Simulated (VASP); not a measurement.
# Ti (P6_3/mmc) in VASP: further runs, part 2 of 2

VASP 6.6.1. Earlier steps stand in the parts before.

### Step 3. Single point, PBE

This run uses another cell than the first one, of 18.11 Å³/atom, 1.027 times its volume.

File INCAR:

```
SYSTEM = Ti
ALGO     = Normal         ! electronic algorithm
EDIFF    = 1E-7           ! SCF threshold, eV
ENCUT    = 520            ! plane-wave cutoff, eV
GGA      = PE             ! functional
ISIF     = 2              ! what is computed and relaxed
ISMEAR   = -1             ! smearing method
LASPH    = .TRUE.         ! aspherical terms in the spheres
LCHARG   = .TRUE.         ! write CHGCAR
LELF     = .TRUE.         ! ELF
LREAL    = .FALSE.        ! projectors in reciprocal space
LVHAR    = .TRUE.       
LWAVE    = .FALSE.        ! write WAVECAR
NBANDS   = 19             ! bands
NELM     = 60             ! most SCF steps
PREC     = Accurate       ! precision mode
SIGMA    = 0.3            ! smearing width, eV
```

File KPOINTS:

```
k-points
0
G
  13 13 7
  0 0 0
```

File POSCAR:

```
Ti
1.0
    2.9759925287      0.0000000000      0.0000000000
   -1.4879962644      2.5772851302      0.0000000000
    0.0000000000      0.0000000000      4.7212356049
Ti
2
Direct
    0.3333333333      0.6666666667      0.2500000000
    0.6666666667      0.3333333333      0.7500000000
```

Potentials or basis: VASP PAW PBE potentials, release 64 (Ti_sv).

Command:

```bash
> cat potpaw_PBE.64/Ti_sv/POTCAR > POTCAR
> mpirun -np 1 vasp_std > vasp.out
```

OUTCAR:

```text
SYSTEM = Ti
   EDIFF = 1E-7
   ENCUT = 520
   GGA = PE
   ISIF = 2
   ISMEAR = -1
   LASPH = .TRUE.
   LREAL = .FALSE.
   NELM = 60
   PREC = Accurate

 ion  position               nearest neighbor table
   1  0.333  0.667  0.250-   2 2.92   2 2.92   2 2.92   2 2.92   2 2.92   2 2.92
   2  0.667  0.333  0.750-   1 2.92   1 2.92   1 2.92   1 2.92   1 2.92   1 2.92

  LATTYP: Found a hexagonal cell.
 ALAT       =     2.9759925287
 C/A-ratio  =     1.5864406780

  Lattice vectors:

 A1 = (   2.9759925287,   0.0000000000,   0.0000000000)
[... 191 lines left out ...]
      4     -24.9343      2.00000
      5     -24.9343      2.00000
      6     -24.8460      2.00000
[... 505 lines left out ...]
      6     -24.9580      2.00000
[... 11 lines left out ...]
     18       9.6726      0.00453
     19      11.0993      0.00004

 [... further k-points ...]
[... 5 lines left out ...]
  --------------------------------------------------------------------------------------
  -------------------------------------------------------------------------------------
  Total       -0.5317557     -0.5317557     -0.3181207      0.0000000      0.0000000      0.0000000
  in kB      -23.5273362    -23.5273362    -14.0751361      0.0000000      0.0000000      0.0000000
  external PRESSURE =     -20.3766028 kB  Pullay stress =       0.0000000 kB

 VOLUME and BASIS-vectors are now :
 -----------------------------------------------------------------------------
  energy-cutoff  :      520.00
  volume of cell :       36.21
      direct lattice vectors                 reciprocal lattice vectors
     2.975992529  0.000000000  0.000000000     0.336022349  0.194002594  0.000000000
    -1.487996264  2.577285130  0.000000000     0.000000000  0.388005187  0.000000000
     0.000000000  0.000000000  4.721235605     0.000000000  0.000000000  0.211808959

 POSITION                                       TOTAL-FORCE (eV/Angst)
 -----------------------------------------------------------------------------------
     -0.00000      1.71819      1.18031         0.000000     -0.000000      0.000000
      1.48800      0.85910      3.54093        -0.000000      0.000000      0.000000
 -----------------------------------------------------------------------------------
    total drift:                               -0.000000      0.000000     -0.000000

  FREE ENERGIE OF THE ION-ELECTRON SYSTEM (eV)
  ---------------------------------------------------
  free  energy   TOTEN  =       -16.0768093672 eV

  energy  without entropy=      -15.1421924209  energy(sigma->0) =      -15.60950089
```

Run time: 90 s. Hardware: 1 thread of Intel Xeon 6975P-C, shared host; peak memory 0.18 GiB.

What came out:

- Free energy: -16.0768 eV
- Pressure: -2.0 GPa
- Band gap on the k mesh: zero (band 12 reaches 8.69 eV, above the bottom of band 13 at 7.64 eV)

Stress tensor (GPa, compression positive):
```
-2.35  0.00  0.00
 0.00 -2.35  0.00
 0.00  0.00 -1.41
```

### Step 4. Single point, PBE

This run uses another cell than the first one, of 18.58 Å³/atom, 1.053 times its volume.

File INCAR:

```
  PREC = Accurate
  ENCUT = 520
  EDIFF = 1E-7
  ISMEAR = -1
  SIGMA = 0.3
  LREAL = F
  LASPH = T
  NELM = 80
  ALGO = Normal
  ISIF = 2
  LWAVE = F
  LCHARG = F
  GGA = PE
  NBANDS = 19
```

File KPOINTS:

```
Automatic mesh
0
Gamma
  13 13 7
```

File POSCAR:

```
Ti
1.0
    3.0015387785      0.0000000000      0.0000000000
   -1.5007693892      2.5994088314      0.0000000000
    0.0000000000      0.0000000000      4.7617632147
Ti
2
Direct
    0.3333333333      0.6666666667      0.2500000000
    0.6666666667      0.3333333333      0.7500000000
```

Command:

```bash
> cat potpaw_PBE.64/Ti_sv/POTCAR > POTCAR
> mpirun -np 1 vasp_std > vasp.out
```

Wall time 100 s (1 thread of Intel Xeon 6975P-C, shared host); peak memory 0.18 GiB.

It converged, with:

```yaml
Free_energy: -16.0584 eV
Pressure: -4.3 GPa
Band_gap_on_the_k_mesh: zero (band 12 reaches 8.42 eV, above the bottom of band 13 at 7.39 eV)
```

Stress tensor (GPa, compression positive):
```
-4.61  0.00  0.00
 0.00 -4.61  0.00
 0.00  0.00 -3.71
```

Levels at points of the mesh, in eV from the Fermi level:
```tsv
k point	band 10	band 11	band 12	band 13	band 14	band 15
(0.00, 0.00, 0.00)	-2.45	0.67	0.83	0.83	0.95	1.28
```

### Step 5. Summary

```csv
cell,gap on the mesh (eV),pressure (GPa)
"a = 2.950, b = 2.950, c = 4.680 Å, angles 90.0, 90.0, 120.0°, 2 atoms",none,0.6
"a = 2.976, b = 2.976, c = 4.721 Å, angles 90.0, 90.0, 120.0°, 2 atoms",none,-2.0
"a = 3.002, b = 3.002, c = 4.762 Å, angles 90.0, 90.0, 120.0°, 2 atoms",none,-4.3
```

Alike in all rows: task single point; level PBE; potentials or basis VASP PAW PBE potentials, release 64 (Ti_sv); no spin polarisation; k mesh 13 × 13 × 7; cutoff (eV) 520; smearing fermi-dirac 0.3 eV.

Absolute energies hang on the potentials; compare differences alone.
